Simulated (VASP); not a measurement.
Wanted: the native input for a VASP 6.6.1 run.

* Task: molecular dynamics
* Functional: PBE
* Potentials or basis: VASP PAW PBE potentials, release 64 (N)
* Cutoff: 520 eV
* k mesh: 1 × 1 × 1
* Occupations: fermi-dirac, width 0.05 eV
* Spin: no spin polarisation
* Dipole correction: no
* Further INCAR settings: LREAL = Auto; ALGO = Normal; EDIFF = 1e-05; NBANDS = 54; ISYM = 0; IBRION = 0; POTIM = 1.5; NSW = 40

The structure of N lies in POSCAR:

```
N
1.0
    7.4745810000      0.0000000000      0.0000000000
    0.0000000000      7.4745810000      0.0000000000
    0.0000000000      0.0000000000      7.4745810000
N
16
Direct
    0.1938445500      0.4424072600      0.9307223400
    0.1601648400      0.4339743800      1.0714301500
    0.4056027500      0.4016766300      0.4457726400
    0.4135268600      0.2529365700      0.4734925200
    0.6008538100      0.7738094100      0.7779154600
    0.7489596500      0.7510689800      0.8261943900
    0.4072450800      0.7980147300      0.1467987300
    0.5510801100      0.8211076400      0.1711519200
    0.1345485600      0.7069637500      0.6619439800
    0.2837896000      0.6940369700      0.6456407800
   -0.0474600100      0.8705433900      0.2694789000
   -0.1241543300      0.9269407600      0.3804787100
    0.6002118000      0.2450192300      0.9466987600
    0.6973242500      0.1364894700      0.9263456500
    0.7723843900      0.4338976200      0.3218607500
    0.9184496100      0.4469037300      0.2927889200
```

One way to write it, as run:

INCAR

```
SYSTEM = N
PREC = Accurate ; ENCUT = 520
EDIFF = 1E-5 ; ISMEAR = -1
SIGMA = 0.05 ; LREAL = Auto
LASPH = .TRUE. ; NELM = 80
ALGO = Normal ; ISIF = 2
LWAVE = .FALSE. ; LCHARG = .FALSE.
GGA = PE ; NBANDS = 54
IBRION = 0 ; NSW = 40
POTIM = 1.5 ; TEBEG = 1000.0
TEEND = 1000.0 ; ISYM = 0
NELMIN = 4 ; RANDOM_SEED = 841452 0 0
MDALGO = 1 ; ANDERSEN_PROB = 0.0
```

KPOINTS

```
regular mesh
0
G
  1 1 1
  0 0 0
```

Potentials or basis: VASP PAW PBE potentials, release 64 (N).

Command:

```console
$ cat potpaw_PBE.64/N/POTCAR > POTCAR
$ mpirun -np 1 vasp_gam > vasp.out
```

Wall time 10 min on 1 thread of Intel(R) Xeon(R) Platinum 8488C (Sapphire Rapids), with other jobs on the host, peak memory 0.44 GiB.
